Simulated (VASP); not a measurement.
# Ag (P6_3/mmc) in VASP: further runs

Runs on Ag. Level: PBEsol. Tasks: relaxation of shape and atoms at fixed volume.

Everything below comes from runs of VASP 6.6.1. Logs are shortened: lines on timing, memory, paths and dates and some standing lists are left out, and cuts for length are marked.

**1. The cell of the first run**

The structure is hexagonal, space group P6_3/mmc (No. 194). The conventional cell has a = 2.812 Å, b = 2.812 Å, c = 9.147 Å, α = 90.00°, β = 90.00°, γ = 120.00°. Within 3.7 Å of Ag (site symmetry -6m2) lie 12 Ag at 2.80 to 2.81 Å. Ag (site symmetry -3m) has 12 Ag at 2.80 to 2.81 Å within 3.7 Å.

**2. Relaxation of shape and atoms at fixed volume, PBEsol (volume scaled by 0.94)**

File INCAR:

```
PREC     = Accurate       # precision mode
ENCUT    = 600            # plane-wave cutoff, eV
EDIFF    = 1E-6           # SCF threshold, eV
ISMEAR   = 0              # smearing method
SIGMA    = 0.1            # smearing width, eV
LREAL    = F              # projectors in reciprocal space
LASPH    = T              # aspherical terms in the spheres
NELM     = 80             # most SCF steps
ALGO     = Fast           # electronic algorithm
ISIF     = 4              # what is computed and relaxed
LWAVE    = F              # write WAVECAR
LCHARG   = F              # write CHGCAR
GGA      = PS             # functional
IBRION   = 2              # ionic algorithm
NSW      = 50             # ionic steps
EDIFFG   = -0.01          # ionic threshold
```

File KPOINTS:

```
regular mesh
0
Gamma
  18 18 4
```

File POSCAR:

```
Ag
1.0
    2.8123458467      0.0000000000      0.0000000000
   -1.4061729233      2.4355629474      0.0000000000
    0.0000000000      0.0000000000      9.1474327498
Ag
4
Direct
    0.3333333333      0.6666666667      0.2500000000
    0.6666666667      0.3333333333      0.7500000000
    0.0000000000      0.0000000000      0.0000000000
    0.0000000000      0.0000000000      0.5000000000
```

Potentials or basis: VASP PAW PBE potentials, release 64 (Ag).

Command:

```sh
$ cat potpaw_PBE.64/Ag/POTCAR > POTCAR
$ mpirun -np 1 vasp_std > vasp.out
```

OUTCAR:

```text
PREC = Accurate
   ENCUT = 600
   EDIFF = 1E-6
   ISMEAR = 0
   LREAL = F
   LASPH = T
   NELM = 80
   ISIF = 4
   GGA = PS
   IBRION = 2
   NSW = 50
   EDIFFG = -0.01

 ion  position               nearest neighbor table
   1  0.333  0.667  0.250-   3 2.80   4 2.80   3 2.80   4 2.80   3 2.80   4 2.80
   2  0.667  0.333  0.750-   3 2.80   4 2.80   3 2.80   4 2.80   3 2.80   4 2.80
   3  0.000  0.000  0.000-   1 2.80   2 2.80   1 2.80   2 2.80   2 2.80   1 2.80
   4  0.000  0.000  0.500-   1 2.80   2 2.80   1 2.80   2 2.80   2 2.80   1 2.80

  LATTYP: Found a hexagonal cell.
 ALAT       =     2.8123458467
 C/A-ratio  =     3.2525988084

  Lattice vectors:

 A1 = (   2.8123458467,   0.0000000000,   0.0000000000)
 A2 = (  -1.4061729233,   2.4355629474,   0.0000000000)
 A3 = (   0.0000000000,   0.0000000000,   9.1474327498)

Analysis of symmetry for initial positions (statically):
=====================================================================
 Subroutine PRICEL returns:
 Original cell was already a primitive cell.

 Routine SETGRP: Setting up the symmetry group for a
 hexagonal supercell.

 Subroutine GETGRP returns: Found 24 space group operations
 (whereof 12 operations were pure point group operations)
 out of a pool of 24 trial point group operations.

The static configuration has the point symmetry D_3d.
 The point group associated with its full space group is D_6h.

Analysis of symmetry for dynamics (positions and initial velocities):
=====================================================================
 Subroutine PRICEL returns:
 Original cell was already a primitive cell.

 Routine SETGRP: Setting up the symmetry group for a
 hexagonal supercell.

 Subroutine GETGRP returns: Found 24 space group operations
 (whereof 12 operations were pure point group operations)
 out of a pool of 24 trial point group operations.

The dynamic configuration has the point symmetry D_3d.
 The point group associated with its full space group is D_6h.

 Subroutine INISYM returns: Found 24 space group operations
 (whereof 12 operations are pure point group operations),
 and found     1 'primitive' translations

----------------------------------------------------------------------------------------

[... 95 lines left out ...]
   NELM   =     80;   NELMIN=  2; NELMDL= -5     # of ELM steps
   EDIFF  = 0.1E-05   stopping-criterion for ELM
   LREAL  =      F    real-space projection
   EDIFFG = -.1E-01   stopping-criterion for IOM
   NSW    =     50    number of steps for IOM
   IBRION =      2    ionic relax: 0-MD 1-quasi-New 2-CG
   NFREE  =      1    steps in history (QN), initial steepest desc. (CG)
   ISIF   =      4    stress and relaxation
   ISYM   =      2    0-nonsym 1-usesym 2-fastsym
   POTIM  = 0.5000    time-step for ionic-motion
   TEBEG  =    0.0;   TEEND  =   0.0 temperature during run
   PSTRESS=    0.0 pullay stress
   NELECT =      44.0000    total number of electrons
   NUPDOWN=      -1.0000    fix difference up-down
   EMIN   =  10.00;   EMAX   =-10.00  energy-range for DOS
   EFERMI =   0.00;   METHOD = LEGACY
   ISMEAR =     0;   SIGMA  =   0.10  broadening in eV -4-tet -1-fermi 0-gaus
   EFERMI_NEDOS =   21; number of points for ismear=-14 and -15
   IALGO  =     68    algorithm
   IMIX   =      4    mixing-type and parameters
     AMIX     =   0.40;   BMIX     =  1.00
     AMIX_MAG =   1.60;   BMIX_MAG =  1.00
  volume/ion in A,a.u.               =      15.66       105.71
  Fermi-wavevector in a.u.,A,eV,Ry     =   1.455135  2.749806 28.809219  2.117418
  Thomas-Fermi vector in A             =   2.572205
   LORBIT       =      0    0 simple, 1 ext, 2 COOP (PROOUT), +10 PAW based schemes
   GGA     = PS    functional components
   LHFCALC =     F    Hartree Fock is set to
   AEXX    =    0.0000 exact exchange contribution
   IVDW    =     0    specifies the selected vdW correction
   LEPSILON=     F    determine dielectric tensor
   LRPA    =     F    only Hartree local field effects (RPA)
 conjugate gradient relaxation of ions
 non-spin polarized calculation
 RMM-DIIS sequential band-by-band and
 Gauss-broadening in eV      SIGMA  =   0.10
  energy-cutoff  :      600.00
  volume of cell :       62.66
 maximum number of plane-waves:      2137
 NGX is ok and might be reduce to    24
   NGX = 11   NGY = 11   NGZ = 37

 number of electron      44.0000002 magnetization

 Free energy of the ion-electron system (eV)
  ---------------------------------------------------
  ext. energy  EPLUGINS =         0.00000000
  ---------------------------------------------------
  free energy    TOTEN  =       -13.13022273 eV

  energy without entropy =      -13.12686247  energy(sigma->0) =      -13.12854260

 E-fermi :   9.4726     XC(G=0): -12.9253

 val. band max:        9.4598482587   @ k =   0.4444   0.0556   0.5000
 cond. band min:       9.5743057957   @ k =   0.4444   0.0000   0.0000
 fundamental gap:      0.1144575370
 Fermi energy:         9.4726100070

 k-point     1 :       0.0000    0.0000    0.0000
  band No.  band energies     occupation
      1       0.9866      2.00000
      2       2.4940      2.00000
      3       2.5010      2.00000
      4       2.5067      2.00000
      5       4.3442      2.00000
      6       4.3442      2.00000
[... 685 lines left out ...]
     25      14.9039      0.00000
     26      15.0077      0.00000

 [... further k-points ...]

------------------------ aborting loop because EDIFF is reached ----------------------------------------

  FORCE on cell =-STRESS in cart. coord.  units (eV):
  Direction    XX          YY          ZZ          XY          YZ          ZX
  --------------------------------------------------------------------------------------
  -------------------------------------------------------------------------------------
  Total        3.3093509      3.3093509      3.3018340      0.0000000      0.0000000      0.0000000
  in kB       84.6225476     84.6225476     84.4303352      0.0000000      0.0000000      0.0000000
  external PRESSURE =      84.5584768 kB  Pullay stress =       0.0000000 kB

 VOLUME and BASIS-vectors are now :
 -----------------------------------------------------------------------------
  energy-cutoff  :      600.00
  volume of cell :       62.66
      direct lattice vectors                 reciprocal lattice vectors
     2.812345847  0.000000000  0.000000000     0.355575045  0.205291348  0.000000000
    -1.406172923  2.435562947  0.000000000     0.000000000  0.410582695  0.000000000
     0.000000000  0.000000000  9.147432750     0.000000000  0.000000000  0.109320290

 POSITION                                       TOTAL-FORCE (eV/Angst)
 -----------------------------------------------------------------------------------
     -0.00000      1.62371      2.28686        -0.000000     -0.000000     -0.000000
      1.40617      0.81185      6.86057         0.000000      0.000000      0.000000
      0.00000      0.00000      0.00000        -0.000000      0.000000      0.000000
      0.00000      0.00000      4.57372         0.000000      0.000000      0.000000
 -----------------------------------------------------------------------------------
    total drift:                               -0.000000      0.000000     -0.000000

  FREE ENERGIE OF THE ION-ELECTRON SYSTEM (eV)
  ---------------------------------------------------
  free  energy   TOTEN  =       -13.1302227321 eV

  energy  without entropy=      -13.1268624736  energy(sigma->0) =      -13.12854260

 reached required accuracy - stopping structural energy minimisation
```

OSZICAR:

```text
N       E                     dE             d eps       ncg     rms          rms(c)
DAV:   1     0.327877033167E+03    0.32788E+03   -0.25484E+04  5780   0.191E+03
DAV:   2    -0.674116065364E+01   -0.33462E+03   -0.32346E+03  5948   0.402E+02
DAV:   3    -0.145866633697E+02   -0.78455E+01   -0.77834E+01  6292   0.672E+01
DAV:   4    -0.146336281965E+02   -0.46965E-01   -0.46932E-01  6058   0.484E+00
DAV:   5    -0.146339520836E+02   -0.32389E-03   -0.32388E-03  6114   0.457E-01    0.139E+01
RMM:   6    -0.131955500396E+02    0.14384E+01   -0.46714E+00  5772   0.164E+01    0.801E+00
RMM:   7    -0.131453172121E+02    0.50233E-01   -0.30473E-01  5772   0.335E+00    0.401E+00
RMM:   8    -0.131310875983E+02    0.14230E-01   -0.41753E-02  5772   0.168E+00    0.672E-01
RMM:   9    -0.131301524595E+02    0.93514E-03   -0.49963E-03  5772   0.509E-01    0.473E-02
RMM:  10    -0.131302301051E+02   -0.77646E-04   -0.70677E-04  5772   0.141E-01    0.790E-02
RMM:  11    -0.131302258625E+02    0.42426E-05   -0.24823E-04  5772   0.127E-01    0.278E-02
RMM:  12    -0.131302222383E+02    0.36242E-05   -0.39856E-05  5772   0.493E-02    0.830E-03
RMM:  13    -0.131302227321E+02   -0.49382E-06   -0.52435E-06  4336   0.134E-02
   1 F= -.13130223E+02 E0= -.13128543E+02  d E =-.131302E+02
```

CONTCAR:

```text
Ag
   1.00000000000000
     2.8123458467000000    0.0000000000000000    0.0000000000000000
    -1.4061729233000000    2.4355629473999998    0.0000000000000000
     0.0000000000000000    0.0000000000000000    9.1474327498000001
  Ag
     4
Direct
     0.3333333332999970    0.6666666667000030    0.2500000000000000
     0.6666666667000030    0.3333333332999970    0.7500000000000000
     0.0000000000000000    0.0000000000000000    0.0000000000000000
     0.0000000000000000    0.0000000000000000    0.5000000000000000

  0.00000000E+00  0.00000000E+00  0.00000000E+00
  0.00000000E+00  0.00000000E+00  0.00000000E+00
  0.00000000E+00  0.00000000E+00  0.00000000E+00
  0.00000000E+00  0.00000000E+00  0.00000000E+00
```

Run time: 71 s. Hardware: 1 thread of Intel Xeon 6975P-C (Granite Rapids), shared host; peak memory 0.31 GiB.

Results:

```
Free energy             : -13.1302 eV
Pressure after relaxing : 8.5 GPa
Band gap on the k mesh  : zero (band 22 reaches 13.10 eV, above the bottom of band 23 at 6.39 eV)
```

Final structure:
```xyz
4
Lattice="2.8123 0.0000 0.0000 -1.4062 2.4356 0.0000 0.0000 0.0000 9.1474" Properties=species:S:1:pos:R:3 pbc="T T T"
Ag    0.0000    1.6237    2.2869
Ag    1.4062    0.8119    6.8606
Ag    0.0000    0.0000    0.0000
Ag    0.0000    0.0000    4.5737
```

Levels at points of the mesh, in eV from the Fermi level:
```
           k point  band 19  band 20  band 21  band 22  band 23  band 24  band 25  band 26
(0.00, 0.00, 0.00)    -3.76    -3.49    -3.49    -3.03    -3.03    -0.67     4.13    11.84
(0.50, 0.00, 0.00)    -2.81    -2.77    -0.44     0.53     1.09     1.63     4.77     4.84
(0.00, 0.00, 0.50)    -3.22    -3.22    -3.22    -3.22    -2.76    -2.76     7.05     7.05
(0.50, 0.00, 0.50)    -2.82    -2.82     0.13     0.13     1.44     1.44     5.14     5.14
```

Caveat: the relaxation stopped at its first step, so nothing moved; the PAW data sets were made with another functional, which shifts forces and pressure a little.

(Part 1 of 2 ends here.)
